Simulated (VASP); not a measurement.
# TaN (Fm-3m) in VASP: settings compared, part 3 of 3

VASP 6.6.1.

### Step 6. Single point, PBE, non-collinear spin, zero start, spin-orbit coupling

The input, INCAR:

```
SYSTEM = TaN
PREC     = Accurate       ! precision mode
ENCUT    = 600            ! plane-wave cutoff, eV
EDIFF    = 1E-6           ! SCF threshold, eV
ISMEAR   = -1             ! smearing method
SIGMA    = 0.05           ! smearing width, eV
LREAL    = .False.        ! projectors in reciprocal space
LASPH    = .True.         ! aspherical terms in the spheres
NELM     = 200            ! most SCF steps
ALGO     = Normal         ! electronic algorithm
ISIF     = 2              ! what is computed and relaxed
LWAVE    = .False.        ! write WAVECAR
LCHARG   = .False.        ! write CHGCAR
LNONCOLLINEAR= .True.         ! non-collinear magnetism
MAGMOM   = 0 0 0 0 0 0    ! initial moments
LORBIT   = 11             ! projections on sites
LSORBIT  = .True.         ! spin-orbit coupling
GGA_COMPAT= .False.      
LORBMOM  = .True.       
LMAXMIX  = 4              ! l up to which the mixer works
GGA      = PE             ! functional
NBANDS   = 30             ! bands
```

The input, KPOINTS:

```
regular mesh
0
Gamma
  7 7 7
  0 0 0
```

The input, POSCAR:

```
TaN
1.0
    0.0000000000      2.2113230000      2.2113230000
    2.2113230000      0.0000000000      2.2113230000
    2.2113230000      2.2113230000      0.0000000000
Ta N
1 1
Direct
    0.5000000000      0.5000000000      0.5000000000
    0.0000000000      0.0000000000      0.0000000000
```

Potentials or basis: VASP PAW PBE potentials, release 64 (Ta_sv_GW, N).

Started as:

```console
> cat potpaw_PBE.64/Ta_sv_GW/POTCAR potpaw_PBE.64/N/POTCAR > POTCAR
> mpirun -np 1 vasp_ncl > vasp.out
```

OUTCAR:

```text
SYSTEM = TaN
   PREC = Accurate
   ENCUT = 600
   EDIFF = 1E-6
   ISMEAR = -1
   LREAL = .False.
   LASPH = .True.
   NELM = 200
   ISIF = 2
   LNONCOLLINEAR = .True.
   LORBIT = 11
   LSORBIT = .True.
   GGA = PE

 ion  position               nearest neighbor table
   1  0.500  0.500  0.500-   2 2.21   2 2.21   2 2.21   2 2.21   2 2.21   2 2.21
   2  0.000  0.000  0.000-   1 2.21   1 2.21   1 2.21   1 2.21   1 2.21   1 2.21

  LATTYP: Found a face centered cubic cell.
 ALAT       =     4.4226460000

  Lattice vectors:

 A1 = (   0.0000000000,   2.2113230000,   2.2113230000)
 A2 = (   2.2113230000,   0.0000000000,   2.2113230000)
 A3 = (   2.2113230000,   2.2113230000,   0.0000000000)

Analysis of symmetry for initial positions (statically):
=====================================================================
 Subroutine PRICEL returns:
 Original cell was already a primitive cell.

 Routine SETGRP: Setting up the symmetry group for a
 face centered cubic supercell.

 Subroutine GETGRP returns: Found 48 space group operations
 (whereof 48 operations were pure point group operations)
 out of a pool of 48 trial point group operations.

The static configuration has the point symmetry O_h .

Analysis of symmetry for dynamics (positions and initial velocities):
=====================================================================
 Subroutine PRICEL returns:
 Original cell was already a primitive cell.

 Routine SETGRP: Setting up the symmetry group for a
 face centered cubic supercell.

 Subroutine GETGRP returns: Found 48 space group operations
 (whereof 48 operations were pure point group operations)
 out of a pool of 48 trial point group operations.

The dynamic configuration has the point symmetry O_h .

Analysis of structural, dynamic, and magnetic symmetry:
=====================================================================
 Subroutine PRICEL returns:
 Original cell was already a primitive cell.

 Routine SETGRP: Setting up the symmetry group for a
 face centered cubic supercell.

 Subroutine GETGRP returns: Found 48 space group operations
 (whereof 48 operations were pure point group operations)
 out of a pool of 48 trial point group operations.

The overall configuration has the point symmetry O_h .

 Subroutine INISYM returns: Found 48 space group operations
 (whereof 48 operations are pure point group operations),
 and found     1 'primitive' translations

----------------------------------------------------------------------------------------

                                     Primitive cell

  volume of cell :      21.6265

[... 804 lines left out ...]
  Direction    XX          YY          ZZ          XY          YZ          ZX
  --------------------------------------------------------------------------------------
  -------------------------------------------------------------------------------------
  Total       -0.1465887     -0.1465887     -0.1465887      0.0000000     -0.0000000      0.0000000
  in kB      -10.8598676    -10.8598676    -10.8598676      0.0000000     -0.0000000      0.0000000
  external PRESSURE =     -10.8598676 kB  Pullay stress =       0.0000000 kB

 VOLUME and BASIS-vectors are now :
 -----------------------------------------------------------------------------
  energy-cutoff  :      600.00
  volume of cell :       21.63
      direct lattice vectors                 reciprocal lattice vectors
     0.000000000  2.211323000  2.211323000    -0.226108985  0.226108985  0.226108985
     2.211323000  0.000000000  2.211323000     0.226108985 -0.226108985  0.226108985
     2.211323000  2.211323000  0.000000000     0.226108985  0.226108985 -0.226108985

 POSITION                                       TOTAL-FORCE (eV/Angst)
 -----------------------------------------------------------------------------------
      2.21132      2.21132      2.21132        -0.000000     -0.000000      0.000000
      0.00000      0.00000      0.00000         0.000000      0.000000     -0.000000
 -----------------------------------------------------------------------------------
    total drift:                                0.000000      0.000000      0.000000

  FREE ENERGIE OF THE ION-ELECTRON SYSTEM (eV)
  ---------------------------------------------------
  free  energy   TOTEN  =       -25.7821585837 eV

  energy  without entropy=      -25.7766580825  energy(sigma->0) =      -25.77940833

 orbital moment (x)

 # of ion     p       d       f       tot
 ------------------------------------------------
  1         0.000  -0.000   0.000  -0.000
  2         0.000   0.000   0.000   0.000
 ------------------------------------------------
            0.000  -0.000   0.000  -0.000

 orbital moment (y)

 # of ion     p       d       f       tot
 ------------------------------------------------
  1         0.000   0.000  -0.000   0.000
  2         0.000   0.000   0.000   0.000
 ------------------------------------------------
            0.000   0.000  -0.000   0.000

 orbital moment (z)

 # of ion     p       d       f       tot
 ------------------------------------------------
  1         0.000   0.000  -0.000   0.000
  2         0.000   0.000   0.000   0.000
 ------------------------------------------------
            0.000   0.000  -0.000   0.000

 Spin-Orbit-Coupling matrix elements

 Ion:    1  E_soc:     -2.7968881
 l=   1
     0.0000000    -0.4446049    -0.4446049
    -0.4446049     0.0000000    -0.4446049
    -0.4446049    -0.4446049     0.0000000
 l=   2
     0.0000000    -0.0069493     0.0000000    -0.0069493    -0.0145614
    -0.0069493     0.0000000    -0.0109210    -0.0069493    -0.0036403
     0.0000000    -0.0109210     0.0000000    -0.0109210     0.0000000
    -0.0069493    -0.0069493    -0.0109210     0.0000000    -0.0036403
    -0.0145614    -0.0036403     0.0000000    -0.0036403     0.0000000
 l=   3
     0.0000000     0.0000054     0.0000000     0.0000000     0.0000000    -0.0000035    -0.0000473
     0.0000054     0.0000000     0.0000091     0.0000000     0.0000091     0.0000145     0.0000054
     0.0000000     0.0000091     0.0000000    -0.0000312     0.0000004    -0.0000122     0.0000000
     0.0000000     0.0000000    -0.0000312     0.0000000    -0.0000312     0.0000000     0.0000000
     0.0000000     0.0000091     0.0000004    -0.0000312     0.0000000    -0.0000122     0.0000000
    -0.0000035     0.0000145    -0.0000122     0.0000000    -0.0000122     0.0000000    -0.0000035
    -0.0000473     0.0000054     0.0000000     0.0000000     0.0000000    -0.0000035     0.0000000

 Ion:    2  E_soc:     -0.0004762
 l=   1
     0.0000000    -0.0000794    -0.0000794
    -0.0000794     0.0000000    -0.0000794
    -0.0000794    -0.0000794     0.0000000
 l=   2
     0.0000000     0.0000000     0.0000000     0.0000000     0.0000000
     0.0000000     0.0000000     0.0000000     0.0000000     0.0000000
     0.0000000     0.0000000     0.0000000     0.0000000     0.0000000
     0.0000000     0.0000000     0.0000000     0.0000000     0.0000000
     0.0000000     0.0000000     0.0000000     0.0000000     0.0000000
 l=   3
     0.0000000     0.0000000     0.0000000     0.0000000     0.0000000     0.0000000     0.0000000
     0.0000000     0.0000000     0.0000000     0.0000000     0.0000000     0.0000000     0.0000000
     0.0000000     0.0000000     0.0000000     0.0000000     0.0000000     0.0000000     0.0000000
     0.0000000     0.0000000     0.0000000     0.0000000     0.0000000     0.0000000     0.0000000
     0.0000000     0.0000000     0.0000000     0.0000000     0.0000000     0.0000000     0.0000000
     0.0000000     0.0000000     0.0000000     0.0000000     0.0000000     0.0000000     0.0000000
     0.0000000     0.0000000     0.0000000     0.0000000     0.0000000     0.0000000     0.0000000

 total charge

# of ion       s       p       d       f       tot
--------------------------------------------------
    1        2.997   6.043   2.367   0.127  11.533
    2        1.225   2.522   0.000   0.000   3.747
--------------------------------------------------
tot          4.223   8.565   2.367   0.127  15.281

 magnetization (x)

# of ion       s       p       d       f       tot
--------------------------------------------------
    1        0.000   0.000   0.000   0.000   0.000
    2        0.000   0.000   0.000   0.000   0.000
--------------------------------------------------
tot          0.000   0.000   0.000   0.000   0.000

 magnetization (y)

# of ion       s       p       d       f       tot
--------------------------------------------------
    1        0.000  -0.000   0.000   0.000   0.000
    2       -0.000  -0.000   0.000   0.000  -0.000
--------------------------------------------------
tot         -0.000  -0.000   0.000   0.000   0.000

 magnetization (z)

# of ion       s       p       d       f       tot
--------------------------------------------------
    1        0.000   0.000   0.000   0.000   0.000
    2        0.000  -0.000   0.000   0.000   0.000
--------------------------------------------------
tot          0.000  -0.000   0.000   0.000   0.000
```

It took 52 s on 1 thread of Intel Xeon Platinum 8375C at 2.90GHz (Ice Lake), shared host; peak memory 0.26 GiB.

What came out:

| Quantity | Value |
| --- | --- |
| Free energy | -25.7822 eV |
| Pressure | -1.1 GPa |
| Net moment | 0.00 μB per cell |
| Valence electrons inside the program's atomic spheres | Ta 11.53; N 3.75 |

Moments on the atoms (μB; x, y, z):
```
Ta  0.00 0.00 0.00
N   0.00 0.00 0.00
```

### Step 7. Summary

| task | level | potentials or basis | spin | cell | k mesh | smearing | second run | gap on the mesh (eV) | pressure (GPa) | relaxed volume (Å³/atom) |
| --- | --- | --- | --- | --- | --- | --- | --- | --- | --- | --- |
| relaxation of cell and atoms | RPBE | VASP PAW PBE potentials, release 64 (Ta_pv, N) | off | relaxed | 10 × 10 × 10 | fermi-dirac 0.05 eV | - | none | 0.0 | 10.95 |
| relaxation of cell and atoms | revPBE | VASP PAW PBE potentials, release 64 (Ta_pv, N) | off | relaxed | 10 × 10 × 10 | fermi-dirac 0.05 eV | - | none | 0.0 | 10.90 |
| relaxation of cell and atoms | BLYP | VASP PAW PBE potentials, release 64 (Ta_pv, N) | off | relaxed | 10 × 10 × 10 | fermi-dirac 0.05 eV | - | none | 0.0 | 11.22 |
| single point | PBE | VASP PAW PBE potentials, release 64 (Ta_pv, N) | off | as given | 7 × 7 × 7 | fermi-dirac 0.06 eV | - | none | -0.7 | - |
| single point | PBE | VASP PAW PBE potentials, release 64 (Ta_sv_GW, N) | non-collinear, zero start, SOC | as given | 7 × 7 × 7 | fermi-dirac 0.05 eV | valence_matched | - | -1.1 | - |

Alike in all rows: cutoff (eV) 600.

Caveats: spin-orbit coupling is left out, which moves the levels of the heavy elements (some runs); the PAW data sets were made with another functional, which shifts forces and pressure a little (some runs).

Absolute energies hang on the potentials; compare differences alone.
